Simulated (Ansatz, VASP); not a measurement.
La in VASP and in Ansatz

The input INCAR:

```
PREC = Accurate
ENCUT = 500
EDIFF = 1E-6
ISMEAR = 0
SIGMA = 0.05
LREAL = False
LASPH = True
NELM = 200
ALGO = Normal
ISIF = 2
LWAVE = False
LCHARG = False
GGA = PE
NBANDS = 12
GGA_COMPAT = False
LMAXMIX = 6
```

KPOINTS

```
Automatic mesh
0
Gamma
  6 6 6
```

File POSCAR:

```
La
1.0
   -2.1362678003      2.1362678003      2.1362678003
    2.1362678003     -2.1362678003      2.1362678003
    2.1362678003      2.1362678003     -2.1362678003
La
1
Direct
    0.0000000000      0.0000000000      0.0000000000
```

Input for Ansatz:

```yaml
crystal:
  lattice:
    - [-2.1362678003, 2.1362678003, 2.1362678003]
    - [2.1362678003, -2.1362678003, 2.1362678003]
    - [2.1362678003, 2.1362678003, -2.1362678003]
  atoms:
    - { symbol: La, position: [0.0, 0.0, 0.0] }
basis:
  ecutwfc: 420
  ecutrho_ratio: 4
kpoints:
  mp_grid: { grid: [6, 6, 6] }
hamiltonian:
  xc: pbe
scf:
  occupations: { method: gaussian, width: 0.05 }
output:
  forces: true
  stress: true
  eigenvalues: true
```

Alike in both runs: task single point; functional PBE; k mesh 6 × 6 × 6; occupations gaussian, width 0.05 eV; no spin polarisation.

|  | VASP | Ansatz |
| --- | --- | --- |
| version | VASP 6.6.1 | Ansatz 0.2.0 |
| potentials or method | VASP PAW PBE potentials, release 64 (La), cutoff 500 eV | scalar-relativistic, plane waves, PAW |
| valence electrons in the cell | 11 | 11 |

```csv
,VASP,Ansatz,Ansatz less VASP
pressure (GPa),-0.1,-0.1,+0.01
```

Spin-orbit coupling is off throughout.
